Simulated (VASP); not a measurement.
# Al4FeCo3 (P4/mmm) in VASP: notebook, part 2 of 2

VASP 6.6.1. Earlier steps stand in the parts before.

### Step 3. Single point, PBE

The input, INCAR:

```
SYSTEM = Al4FeCo3
  ALGO = Fast
  EDIFF = 1E-6
  ENCUT = 520
  GGA = PE
  ISIF = 2
  ISMEAR = 0
  LASPH = .TRUE.
  LCHARG = .FALSE.
  LREAL = .FALSE.
  LWAVE = .FALSE.
  NBANDS = 34
  NELM = 60
  PREC = Accurate
  SIGMA = 0.2
```

The input, KPOINTS:

```
k-points
0
G
  6 6 4
  0 0 0
```

The input, POSCAR:

```
Al4FeCo3
1.0
    4.0361279000      0.0000000000      0.0000000000
    0.0000000000      4.0361279000      0.0000000000
    0.0000000000      0.0000000000      5.7113199000
Al Fe Co
4 1 3
Direct
    0.0000000000      0.5000000000      0.7471940000
    0.0000000000      0.5000000000      0.2528060000
    0.5000000000      0.0000000000      0.7471940000
    0.5000000000      0.0000000000      0.2528060000
    0.0000000000      0.0000000000      0.5000000000
    0.0000000000      0.0000000000      0.0000000000
    0.5000000000      0.5000000000      0.0000000000
    0.5000000000      0.5000000000      0.5000000000
```

Potentials or basis: VASP PAW PBE potentials, release 64 (Al, Fe, Co).

The run is started by

```console
cat potpaw_PBE.64/Al/POTCAR potpaw_PBE.64/Fe/POTCAR potpaw_PBE.64/Co/POTCAR > POTCAR
mpirun -np 1 vasp_std > vasp.out
```

OUTCAR:

```text
SYSTEM = Al4FeCo3
   EDIFF = 1E-6
   ENCUT = 520
   GGA = PE
   ISIF = 2
   ISMEAR = 0
   LASPH = .TRUE.
   LREAL = .FALSE.
   NELM = 60
   PREC = Accurate

 ion  position               nearest neighbor table
   1  0.000  0.500  0.747-   5 2.46   8 2.46   5 2.46   8 2.46   7 2.48   6 2.48   7 2.48   6 2.48
                             2 2.82   3 2.85   3 2.85   3 2.85   3 2.85   2 2.89
   2  0.000  0.500  0.253-   5 2.46   8 2.46   5 2.46   8 2.46   7 2.48   6 2.48   7 2.48   6 2.48
                             1 2.82   4 2.85   4 2.85   4 2.85   4 2.85   1 2.89
   3  0.500  0.000  0.747-   5 2.46   8 2.46   8 2.46   5 2.46   7 2.48   7 2.48   6 2.48   6 2.48
                             4 2.82   1 2.85   1 2.85   1 2.85   1 2.85   4 2.89
   4  0.500  0.000  0.253-   5 2.46   8 2.46   8 2.46   5 2.46   7 2.48   7 2.48   6 2.48   6 2.48
                             3 2.82   2 2.85   2 2.85   2 2.85   2 2.85   3 2.89
   5  0.000  0.000  0.500-   1 2.46   2 2.46   3 2.46   4 2.46   1 2.46   2 2.46   3 2.46   4 2.46
                             8 2.85   8 2.85   8 2.85   8 2.85   6 2.86   6 2.86
   6  0.000  0.000  0.000-   1 2.48   2 2.48   3 2.48   4 2.48   1 2.48   2 2.48   3 2.48   4 2.48
                             7 2.85   7 2.85   7 2.85   7 2.85   5 2.86   5 2.86
   7  0.500  0.500  0.000-   1 2.48   2 2.48   3 2.48   4 2.48   3 2.48   4 2.48   1 2.48   2 2.48
                             6 2.85   6 2.85   6 2.85   6 2.85   8 2.86   8 2.86
   8  0.500  0.500  0.500-   1 2.46   2 2.46   3 2.46   4 2.46   3 2.46   4 2.46   1 2.46   2 2.46
                             5 2.85   5 2.85   5 2.85   5 2.85   7 2.86   7 2.86

  LATTYP: Found a simple tetragonal cell.
 ALAT       =     4.0361279000
 C/A-ratio  =     1.4150492852

  Lattice vectors:

 A1 = (   4.0361279000,   0.0000000000,   0.0000000000)
 A2 = (   0.0000000000,   4.0361279000,   0.0000000000)
 A3 = (   0.0000000000,   0.0000000000,   5.7113199000)

Analysis of symmetry for initial positions (statically):
=====================================================================
 Subroutine PRICEL returns:
 Original cell was already a primitive cell.

 Routine SETGRP: Setting up the symmetry group for a
 simple tetragonal supercell.

 Subroutine GETGRP returns: Found 16 space group operations
 (whereof 16 operations were pure point group operations)
 out of a pool of 16 trial point group operations.

[... 151 lines left out ...]
   GGA     = PE    functional components
   LHFCALC =     F    Hartree Fock is set to
   AEXX    =    0.0000 exact exchange contribution
   IVDW    =     0    specifies the selected vdW correction
   LEPSILON=     F    determine dielectric tensor
   LRPA    =     F    only Hartree local field effects (RPA)
 non-spin polarized calculation
 RMM-DIIS sequential band-by-band and
 Gauss-broadening in eV      SIGMA  =   0.20
  energy-cutoff  :      520.00
  volume of cell :       93.04
 maximum number of plane-waves:      2566
   NGX = 15   NGY = 15   NGZ = 21

 number of electron      46.9999989 magnetization

 Free energy of the ion-electron system (eV)
  ---------------------------------------------------
  ext. energy  EPLUGINS =         0.00000000
  ---------------------------------------------------
  free energy    TOTEN  =       -48.77894987 eV

  energy without entropy =      -48.72142520  energy(sigma->0) =      -48.75018753

 E-fermi :   9.6897     XC(G=0): -12.2414

 val. band max:        9.6170456439   @ k =   0.1667   0.0000   0.5000
 cond. band min:       9.6910015158   @ k =   0.5000   0.0000   0.0000
 fundamental gap:      0.0739558718
 Fermi energy:         9.6897161520

 k-point     1 :       0.0000    0.0000    0.0000
  band No.  band energies     occupation
      1      -0.9718      2.00000
      2       3.2849      2.00000
      3       3.4730      2.00000
      4       4.8034      2.00000
      5       6.1283      2.00000
      6       6.1283      2.00000
[... 877 lines left out ...]
     33      14.8910      0.00000
     34      14.9631      0.00000

 [... further k-points ...]
[... 5 lines left out ...]
  --------------------------------------------------------------------------------------
  -------------------------------------------------------------------------------------
  Total        0.0069641      0.0069641     -0.1159193      0.0000000     -0.0000000      0.0000000
  in kB        0.1199245      0.1199245     -1.9961822      0.0000000     -0.0000000      0.0000000
  external PRESSURE =      -0.5854444 kB  Pullay stress =       0.0000000 kB

 VOLUME and BASIS-vectors are now :
 -----------------------------------------------------------------------------
  energy-cutoff  :      520.00
  volume of cell :       93.04
      direct lattice vectors                 reciprocal lattice vectors
     4.036127900  0.000000000  0.000000000     0.247762218  0.000000000  0.000000000
     0.000000000  4.036127900  0.000000000     0.000000000  0.247762218  0.000000000
     0.000000000  0.000000000  5.711319900     0.000000000  0.000000000  0.175090875

 POSITION                                       TOTAL-FORCE (eV/Angst)
 -----------------------------------------------------------------------------------
      0.00000      2.01806      4.26746         0.000000     -0.000000      0.019606
      0.00000      2.01806      1.44386         0.000000     -0.000000     -0.019606
      2.01806      0.00000      4.26746         0.000000      0.000000      0.019606
      2.01806      0.00000      1.44386         0.000000      0.000000     -0.019606
      0.00000      0.00000      2.85566         0.000000      0.000000     -0.000000
      0.00000      0.00000      0.00000         0.000000      0.000000     -0.000000
      2.01806      2.01806      0.00000         0.000000      0.000000     -0.000000
      2.01806      2.01806      2.85566         0.000000      0.000000     -0.000000
 -----------------------------------------------------------------------------------
    total drift:                                0.000000      0.000000      0.000000

  FREE ENERGIE OF THE ION-ELECTRON SYSTEM (eV)
  ---------------------------------------------------
  free  energy   TOTEN  =       -48.7789498668 eV

  energy  without entropy=      -48.7214252020  energy(sigma->0) =      -48.75018753
```

Wall time 1.7 min (1 thread of AMD EPYC 7R13 (Zen 3), shared host); peak memory 0.21 GiB.

What came out:

| Quantity | Value |
| --- | --- |
| Free energy | -48.7789 eV |
| Pressure | -0.1 GPa |
| Largest force | 0.020 eV/Å |

Forces on the atoms (eV/Å):
```
Al   0.000  0.000  0.020
Al   0.000  0.000 -0.020
Al   0.000  0.000  0.020
Al   0.000  0.000 -0.020
Fe   0.000  0.000  0.000
Co   0.000  0.000  0.000
Co   0.000  0.000  0.000
Co   0.000  0.000  0.000
```

Stress tensor (GPa, compression positive):
```
 0.01  0.00  0.00
 0.00  0.01  0.00
 0.00  0.00 -0.20
```

Levels at points of the mesh, in eV from the Fermi level:
| k point | band 22 | band 23 | band 24 | band 25 | band 26 | band 27 |
| --- | --- | --- | --- | --- | --- | --- |
| (0.00, 0.00, 0.00) | 0.06 | 0.20 | 0.55 | 0.77 | 2.79 | 2.80 |
| (0.50, 0.00, 0.00) | -0.52 | -0.30 | 0.00 | 0.54 | 0.96 | 2.05 |
| (0.50, 0.50, 0.00) | -0.71 | -0.19 | -0.19 | 0.10 | 0.26 | 0.73 |
| (0.00, 0.00, 0.50) | 0.54 | 0.55 | 0.55 | 0.73 | 0.73 | 1.86 |
| (0.50, 0.00, 0.50) | -0.98 | -0.97 | -0.73 | 3.28 | 3.30 | 3.33 |
| (0.50, 0.50, 0.50) | -0.73 | -0.46 | -0.46 | 0.39 | 0.40 | 0.77 |

Spin polarisation is off, so any magnetic state and its effect on volume and gap are missing.

### Step 4. Single point, PBE (volume scaled by 0.88, then relaxed in part)

The input, INCAR:

```
SYSTEM = Al4FeCo3
  PREC = Accurate
  ENCUT = 520
  EDIFF = 1E-7
  ISMEAR = 0
  SIGMA = 0.1
  LREAL = .False.
  LASPH = .True.
  NELM = 60
  ALGO = Fast
  ISIF = 2
  LWAVE = .False.
  LCHARG = .False.
  GGA = PE
  NBANDS = 34
```

The input, KPOINTS:

```
regular mesh
0
Gamma
  10 10 8
  0 0 0
```

The input, POSCAR:

```
Al4FeCo3
1.0
    3.8679612924      0.0000000000      0.0000000000
    0.0000000000      3.8679612924      0.0000000000
    0.0000000000      0.0000000000      5.4724872690
Al Fe Co
4 1 3
Direct
    0.0000000000      0.5000000000      0.7476249434
    0.0000000000      0.5000000000      0.2523750566
    0.5000000000      0.0000000000      0.7476249434
    0.5000000000      0.0000000000      0.2523750566
    0.0000000000      0.0000000000      0.5000000000
    0.0000000000      0.0000000000      0.0000000000
    0.5000000000      0.5000000000      0.0000000000
    0.5000000000      0.5000000000      0.5000000000
```

The run is started by

```console
cat potpaw_PBE.64/Al/POTCAR potpaw_PBE.64/Fe/POTCAR potpaw_PBE.64/Co/POTCAR > POTCAR
mpirun -np 1 vasp_std > vasp.out
```

It used 1000 s of CPU time on 1 thread of AMD EPYC 7R13 Processor (Zen 3), with other jobs on the host.

The run converged. Its results:

```yaml
Free_energy: -47.8112 eV
Pressure: 30.0 GPa
Largest_force: 0.018 eV/Å
```

Forces in eV/Å, atoms in the order of the input:
```
Al   0.000  0.000  0.018
Al   0.000  0.000 -0.018
Al   0.000  0.000  0.018
Al   0.000  0.000 -0.018
Fe   0.000  0.000  0.000
Co   0.000  0.000  0.000
Co   0.000  0.000  0.000
Co   0.000  0.000  0.000
```

Levels at points of the mesh, in eV from the Fermi level:
| k point | band 22 | band 23 | band 24 | band 25 | band 26 | band 27 |
| --- | --- | --- | --- | --- | --- | --- |
| (0.00, 0.00, 0.00) | 0.05 | 0.26 | 0.68 | 0.97 | 2.88 | 2.88 |
| (0.50, 0.00, 0.00) | -0.63 | -0.34 | -0.01 | 0.68 | 1.19 | 2.38 |
| (0.50, 0.50, 0.00) | -0.84 | -0.21 | -0.21 | 0.12 | 0.33 | 0.94 |
| (0.00, 0.00, 0.50) | 0.61 | 0.61 | 0.68 | 0.75 | 0.75 | 2.24 |
| (0.50, 0.00, 0.50) | -1.17 | -1.13 | -0.88 | 3.69 | 3.75 | 3.75 |
| (0.50, 0.50, 0.50) | -0.86 | -0.54 | -0.54 | 0.48 | 0.50 | 0.98 |

### Step 5. Single point, PBE (volume scaled by 0.91, then relaxed in part)

The input, INCAR:

```
SYSTEM = Al4FeCo3
ALGO = Fast
EDIFF = 1E-7
ENCUT = 520
GGA = PE
ISIF = 2
ISMEAR = 0
LASPH = .True.
LCHARG = .False.
LREAL = .False.
LWAVE = .False.
NBANDS = 34
NELM = 80
PREC = Accurate
SIGMA = 0.1
```

The input, KPOINTS:

```
k-points
0
Gamma
  10 10 8
  0 0 0
```

The input, POSCAR:

```
Al4FeCo3
1.0
    3.9114169367      0.0000000000      0.0000000000
    0.0000000000      3.9114169367      0.0000000000
    0.0000000000      0.0000000000      5.5340043332
Al Fe Co
4 1 3
Direct
    0.0000000000      0.5000000000      0.7475230841
    0.0000000000      0.5000000000      0.2524769159
    0.5000000000      0.0000000000      0.7475230841
    0.5000000000      0.0000000000      0.2524769159
    0.0000000000      0.0000000000      0.5000000000
    0.0000000000      0.0000000000      0.0000000000
    0.5000000000      0.5000000000      0.0000000000
    0.5000000000      0.5000000000      0.5000000000
```

The run is started by

```console
cat potpaw_PBE.64/Al/POTCAR potpaw_PBE.64/Fe/POTCAR potpaw_PBE.64/Co/POTCAR > POTCAR
mpirun -np 1 vasp_std > vasp.out
```

It used 600 s of CPU time on 1 thread of AMD EPYC 7R13 Processor (Zen 3), on a shared host.

Results (log left out):

| Item | Value |
| --- | --- |
| Free energy | -48.2516 eV |
| Pressure | 20.7 GPa |
| Largest force | 0.016 eV/Å |

Forces on the atoms (eV/Å):
```
Al   0.000  0.000  0.016
Al   0.000  0.000 -0.016
Al   0.000  0.000  0.016
Al   0.000  0.000 -0.016
Fe   0.000  0.000  0.000
Co   0.000  0.000  0.000
Co   0.000  0.000  0.000
Co   0.000  0.000  0.000
```

Levels at points of the mesh, in eV from the Fermi level:
```csv
k point,band 20,band 21,band 22,band 23,band 24,band 25,band 26,band 27,band 28,band 29
"(0.00, 0.00, 0.00)",-0.32,-0.11,0.05,0.24,0.65,0.91,2.86,2.86,2.86,3.33
"(0.50, 0.00, 0.00)",-0.90,-0.89,-0.60,-0.33,0.00,0.64,1.13,2.29,2.50,4.21
"(0.50, 0.50, 0.00)",-1.22,-1.22,-0.80,-0.20,-0.20,0.11,0.31,0.88,0.95,3.31
"(0.00, 0.00, 0.50)",-0.12,0.05,0.59,0.59,0.64,0.75,0.75,2.13,2.38,3.08
"(0.50, 0.00, 0.50)",-1.44,-1.15,-1.11,-1.09,-0.84,3.57,3.63,3.64,3.68,3.74
"(0.50, 0.50, 0.50)",-0.99,-0.99,-0.82,-0.52,-0.52,0.45,0.47,0.92,1.14,6.26
```

 Spin polarisation is off, so any magnetic state and its effect on volume and gap are missing.

### Step 6. The runs side by side

```tsv
cell	k mesh	smearing	gap on the mesh (eV)	pressure (GPa)	largest force (eV/Å)
a = 4.036, b = 4.036, c = 5.711 Å, 8 atoms	4 × 4 × 4	gaussian 0.1 eV	none	-0.1	0.01
a = 4.036, b = 4.036, c = 5.711 Å, 8 atoms	6 × 6 × 4	gaussian 0.2 eV	none	-0.1	0.02
a = 3.868, b = 3.868, c = 5.472 Å, 8 atoms	10 × 10 × 8	gaussian 0.1 eV	none	30.0	0.02
a = 3.911, b = 3.911, c = 5.534 Å, 8 atoms	10 × 10 × 8	gaussian 0.1 eV	none	20.7	0.02
```

Alike in all rows: task single point; level PBE; potentials or basis VASP PAW PBE potentials, release 64 (Al, Fe, Co); no spin polarisation; cutoff (eV) 520.

Caveats: some runs use coarse meshes.

Total energies depend on the potentials used, so only differences within one code and one set of settings carry meaning.
